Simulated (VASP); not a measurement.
Set up this calculation in VASP 6.6.1, as the native input.

```yaml
Task: relaxation of cell and atoms
Functional: PBE
Potentials_or_basis: VASP PAW PBE potentials, release 64 (Sn_d, Al)
Cutoff: 600 eV
k_mesh: 7 × 7 × 8
Occupations: fermi-dirac, width 0.05 eV
Spin: no spin polarisation
Dipole_correction: no
Further_INCAR_settings: ALGO = Fast; EDIFF = 1e-07; IBRION = 2; EDIFFG = -0.01; NSW = 60; ISIF = 3
```

The structure of AlSn lies in POSCAR:

```
AlSn
1.0
    4.1981056157      0.0000000000      0.0000000000
   -2.0990528078      3.6356661109      0.0000000000
    0.0000000000      0.0000000000      3.3068470000
Sn Al
1 1
Direct
    0.3333333333      0.6666666667      0.5000000000
    0.0000000000      0.0000000000      0.0000000000
```

The input as run:

INCAR

```
SYSTEM = AlSn
PREC = Accurate ; ENCUT = 600
EDIFF = 1E-7 ; ISMEAR = -1
SIGMA = 0.05 ; LREAL = .FALSE.
LASPH = .TRUE. ; NELM = 80
ALGO = Fast ; ISIF = 3
LWAVE = .FALSE. ; LCHARG = .FALSE.
GGA = PE ; IBRION = 2
NSW = 60 ; EDIFFG = -0.01
```

KPOINTS

```
Automatic mesh
0
G
  7 7 8
  0 0 0
```

Potentials or basis: VASP PAW PBE potentials, release 64 (Sn_d, Al).

Run with:

```sh
$ cat potpaw_PBE.64/Sn_d/POTCAR potpaw_PBE.64/Al/POTCAR > POTCAR
$ mpirun -np 1 vasp_std > vasp.out
```

Results of the run:

The relaxed volume is 25.35 Å³/atom and the relaxed cell is a = 4.201 Å, b = 4.201 Å, c = 3.317 Å, α = 90.00°, β = 90.00°, γ = 120.00°. The space group after relaxing (to 0.05 Å) is P-6m2 (No. 187) and the energy gained by relaxing is 0.1 meV/atom. The ionic steps are 2. The pressure after relaxing is 0.0 GPa.

It took 82 s on 1 thread of AMD EPYC 7R43 64-Core Processor (Zen 3) (shared host), peak memory 0.17 GiB.
